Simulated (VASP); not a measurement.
# Ti2O (P-3m1) in VASP: a series of runs, part 2 of 2

VASP 6.6.1. Earlier steps stand in the parts before.

## 3. Single point, r2SCAN

Contents of POSCAR:

```
Ti2O
1.0
    2.9193980238      0.0000000000      0.0000000000
   -1.4596990119      2.5282728524      0.0000000000
    0.0000000000      0.0000000000      4.7130000000
Ti O
2 1
Direct
    0.6666666667      0.3333333333      0.2787400000
    0.3333333333      0.6666666667      0.7212600000
    0.0000000000      0.0000000000      0.0000000000
```

Contents of INCAR.step1:

```
ALGO     = Normal         # electronic algorithm
EDIFF    = 1E-5           # SCF threshold, eV
ENCUT    = 660            # plane-wave cutoff, eV
GGA      = PE             # functional
GGA_COMPAT= False        
ISMEAR   = 1              # smearing method
LASPH    = True           # aspherical terms in the spheres
LCHARG   = False          # write CHGCAR
LREAL    = False          # projectors in reciprocal space
LWAVE    = True           # write WAVECAR
NBANDS   = 22             # bands
NELM     = 120            # most SCF steps
PREC     = Accurate       # precision mode
SIGMA    = 0.01           # smearing width, eV
```

Contents of INCAR.step2:

```
ALGO     = Normal         # electronic algorithm
EDIFF    = 1E-6           # SCF threshold, eV
ENCUT    = 660            # plane-wave cutoff, eV
GGA_COMPAT= False        
ISIF     = 2              # what is computed and relaxed
ISMEAR   = 1              # smearing method
ISTART   = 1            
LASPH    = True           # aspherical terms in the spheres
LCHARG   = False          # write CHGCAR
LMIXTAU  = True         
LREAL    = False          # projectors in reciprocal space
LWAVE    = False          # write WAVECAR
METAGGA  = R2SCAN         # meta-GGA
NBANDS   = 22             # bands
NELM     = 120            # most SCF steps
PREC     = Accurate       # precision mode
SIGMA    = 0.01           # smearing width, eV
```

Contents of KPOINTS:

```
k-points
0
Gamma
  18 18 10
```

Potentials or basis: VASP PAW PBE potentials, release 64 (Ti_sv, O).

Started as:

```
> cat potpaw_PBE.64/Ti_sv/POTCAR potpaw_PBE.64/O/POTCAR > POTCAR
> cp INCAR.step1 INCAR
> mpirun -np 1 vasp_std > vasp.out
> cp INCAR.step2 INCAR
> mpirun -np 1 vasp_std > vasp.out
```

OUTCAR:

```text
EDIFF = 1E-6
   ENCUT = 660
   ISIF = 2
   ISMEAR = 1
   ISTART = 1
   LASPH = True
   LREAL = False
   METAGGA = R2SCAN
   NELM = 120
   PREC = Accurate

 ion  position               nearest neighbor table
   1  0.667  0.333  0.279-   3 2.14   3 2.14   3 2.14   2 2.68   2 2.68   2 2.68
   2  0.333  0.667  0.721-   3 2.14   3 2.14   3 2.14   1 2.68   1 2.68   1 2.68
   3  0.000  0.000  0.000-   1 2.14   2 2.14   1 2.14   2 2.14   1 2.14   2 2.14

  LATTYP: Found a hexagonal cell.
 ALAT       =     2.9193980238
[... 197 lines left out ...]
      5     -23.9231      2.00000
      6     -23.8076      2.00000
[... 589 lines left out ...]
     21      14.0818      0.00000
     22      14.3413      0.00000

 [... further k-points ...]
[... 5 lines left out ...]
  --------------------------------------------------------------------------------------
  -------------------------------------------------------------------------------------
  Total        1.5765685      1.5765685      3.3377651      0.0000000      0.0000000      0.0000000
  in kB       72.6120576     72.6120576    153.7275362      0.0000000      0.0000000      0.0000000
  external PRESSURE =      99.6505504 kB  Pullay stress =       0.0000000 kB

 VOLUME and BASIS-vectors are now :
 -----------------------------------------------------------------------------
  energy-cutoff  :      660.00
  volume of cell :       34.79
      direct lattice vectors                 reciprocal lattice vectors
     2.919398024  0.000000000  0.000000000     0.342536369  0.197763465  0.000000000
    -1.459699012  2.528272852  0.000000000     0.000000000  0.395526930  0.000000000
     0.000000000  0.000000000  4.713000000     0.000000000  0.000000000  0.212179079

 POSITION                                       TOTAL-FORCE (eV/Angst)
 -----------------------------------------------------------------------------------
      1.45970      0.84276      1.31370         0.000000     -0.000000     -1.027427
     -0.00000      1.68552      3.39930        -0.000000      0.000000      1.027427
      0.00000      0.00000      0.00000        -0.000000      0.000000      0.000000
 -----------------------------------------------------------------------------------
    total drift:                               -0.000000      0.000000      0.000000

  FREE ENERGIE OF THE ION-ELECTRON SYSTEM (eV)
  ---------------------------------------------------
  free  energy   TOTEN  =       -37.7695156116 eV

  energy  without entropy=      -37.7695035134  energy(sigma->0) =      -37.76951158
```

OUTCAR.step1:

```text
EDIFF = 1E-5
   ENCUT = 660
   GGA = PE
   ISMEAR = 1
[... 826 lines left out ...]
      1.45970      0.84276      1.31370        -0.000000      0.000000     -1.070120
     -0.00000      1.68552      3.39930         0.000000     -0.000000      1.070120
      0.00000      0.00000      0.00000         0.000000      0.000000      0.000000
 -----------------------------------------------------------------------------------
    total drift:                               -0.000000      0.000000      0.000000

  FREE ENERGIE OF THE ION-ELECTRON SYSTEM (eV)
  ---------------------------------------------------
  free  energy   TOTEN  =       -25.9302496245 eV

  energy  without entropy=      -25.9302352008  energy(sigma->0) =      -25.93024482
```

OSZICAR.step1:

```text
N       E                     dE             d eps       ncg     rms          rms(c)
DAV:   1     0.375769451401E+03    0.37577E+03   -0.17665E+04 14536   0.202E+03
DAV:   2     0.157609893591E+02   -0.36001E+03   -0.34420E+03 15282   0.528E+02
DAV:   3    -0.265817660044E+02   -0.42343E+02   -0.41160E+02 22594   0.156E+02
DAV:   4    -0.298815677183E+02   -0.32998E+01   -0.32787E+01 19266   0.394E+01
DAV:   5    -0.300139285094E+02   -0.13236E+00   -0.13233E+00 19418   0.677E+00    0.176E+01
DAV:   6    -0.261139572610E+02    0.39000E+01   -0.20094E+01 19360   0.440E+01    0.560E+00
DAV:   7    -0.259303373109E+02    0.18362E+00   -0.17875E+00 20334   0.107E+01    0.339E+00
DAV:   8    -0.259246647247E+02    0.56726E-02   -0.23954E-01 18752   0.423E+00    0.103E+00
DAV:   9    -0.259287531641E+02   -0.40884E-02   -0.44947E-02 22170   0.195E+00    0.522E-01
DAV:  10    -0.259302685401E+02   -0.15154E-02   -0.82850E-03 17920   0.819E-01    0.714E-02
DAV:  11    -0.259302586345E+02    0.99056E-05   -0.72172E-04 21830   0.333E-01    0.490E-02
DAV:  12    -0.259302567634E+02    0.18711E-05   -0.11193E-04 16852   0.101E-01    0.178E-02
DAV:  13    -0.259302496245E+02    0.71388E-05   -0.38217E-06  8062   0.328E-02
   1 F= -.25930250E+02 E0= -.25930245E+02  d E =-.144237E-04
```

Run time: 14 min. Hardware: 1 thread of Intel Xeon Platinum 8259CL at 2.50GHz (Skylake/Cascade Lake), shared host; peak memory 0.41 GiB.

What came out:

| Item | Value |
| --- | --- |
| Free energy | -37.7695 eV |
| Pressure | 10.0 GPa |
| Largest force | 1.027 eV/Å |
| Band gap on the k mesh | zero (bands 15 and 16 overlap by 0.96 eV) |

Forces in eV/Å, atoms in the order of the input:
```
Ti   0.000  0.000 -1.027
Ti   0.000  0.000  1.027
O    0.000  0.000  0.000
```

Stress tensor (GPa, compression positive):
```
 7.26  0.00  0.00
 0.00  7.26  0.00
 0.00  0.00 15.37
```

Caveat: the stress differs along the axes, from 7 to 15 GPa; the PAW data sets were made with another functional, which shifts forces and pressure a little.

## 4. Single point, r2SCAN

POSCAR is that of step 3.

Contents of INCAR.step1:

```
SYSTEM = Ti2O
PREC = Accurate
ENCUT = 1480
ISMEAR = 0
SIGMA = 0.1
LREAL = .FALSE.
LASPH = .TRUE.
NELM = 120
NBANDS = 22
GGA = PE
ALGO = Normal
EDIFF = 1E-5
LWAVE = .TRUE.
LCHARG = .FALSE.
GGA_COMPAT = .FALSE.
```

Contents of INCAR.step2:

```
SYSTEM = Ti2O
PREC = Accurate
ENCUT = 1480
EDIFF = 1E-6
ISMEAR = 0
SIGMA = 0.1
LREAL = .FALSE.
LASPH = .TRUE.
NELM = 120
ALGO = Normal
ISIF = 2
LWAVE = .FALSE.
LCHARG = .FALSE.
METAGGA = R2SCAN
LMIXTAU = .TRUE.
NBANDS = 22
ISTART = 1
GGA_COMPAT = .FALSE.
```

Contents of KPOINTS:

```
Automatic mesh
0
G
  9 9 5
  0 0 0
```

Potentials or basis: VASP PAW PBE potentials, release 64 (Ti_sv, O_h).

Started as:

```
> cat potpaw_PBE.64/Ti_sv/POTCAR potpaw_PBE.64/O_h/POTCAR > POTCAR
> cp INCAR.step1 INCAR
> mpirun -np 1 vasp_std > vasp.out
> cp INCAR.step2 INCAR
> mpirun -np 1 vasp_std > vasp.out
```

It took 10 min on 1 thread of Intel Xeon Platinum 8488C (Sapphire Rapids), shared host; peak memory 0.44 GiB.

The run converged. Its results:

* Free energy: -37.7842 eV
* Pressure: 10.1 GPa
* Largest force: 1.026 eV/Å
* Band gap on the k mesh: zero (bands 15 and 16 overlap by 0.72 eV)

Forces in eV/Å, atoms in the order of the input:
```
Ti   0.000  0.000 -1.026
Ti   0.000  0.000  1.026
O    0.000  0.000  0.000
```

Stress tensor (GPa, compression positive):
```
 7.59  0.00  0.00
 0.00  7.59  0.00
 0.00  0.00 15.23
```

Levels at points of the mesh, in eV from the Fermi level:
```
           k point  band 11  band 12  band 13  band 14  band 15  band 16  band 17  band 18  band 19  band 20
(0.00, 0.00, 0.00)    -6.25    -6.25    -4.12    -0.63     0.40     0.45     0.45     0.96     0.96     1.49
```

Caveat: the stress differs along the axes, from 8 to 15 GPa; the PAW data sets were made with another functional, which shifts forces and pressure a little.

## 5. The runs side by side

| potentials or basis | k mesh | cutoff (eV) | smearing | gap on the mesh (eV) | pressure (GPa) | largest force (eV/Å) |
| --- | --- | --- | --- | --- | --- | --- |
| VASP PAW PBE potentials, release 64 (Ti_sv, O) | 18 × 18 × 10 | 660 | methfessel-paxton 0.5 eV | none | 9.9 | 1.01 |
| VASP PAW PBE potentials, release 64 (Ti_sv, O) | 18 × 18 × 10 | 660 | methfessel-paxton 0.01 eV | none | 10.0 | 1.03 |
| VASP PAW PBE potentials, release 64 (Ti_sv, O_h) | 9 × 9 × 5 | 1480 | gaussian 0.1 eV | none | 10.1 | 1.03 |

Alike in all rows: task single point; level r2SCAN; no spin polarisation; cell as given.

Caveats: the PAW data sets were made with another functional, which shifts forces and pressure a little; the stress differs along the axes, from 7 to 15 GPa (at least some runs); the stress differs along the axes, from 8 to 15 GPa (at least some runs).

Total energies depend on the potentials used, so only differences within one code and one set of settings carry meaning.
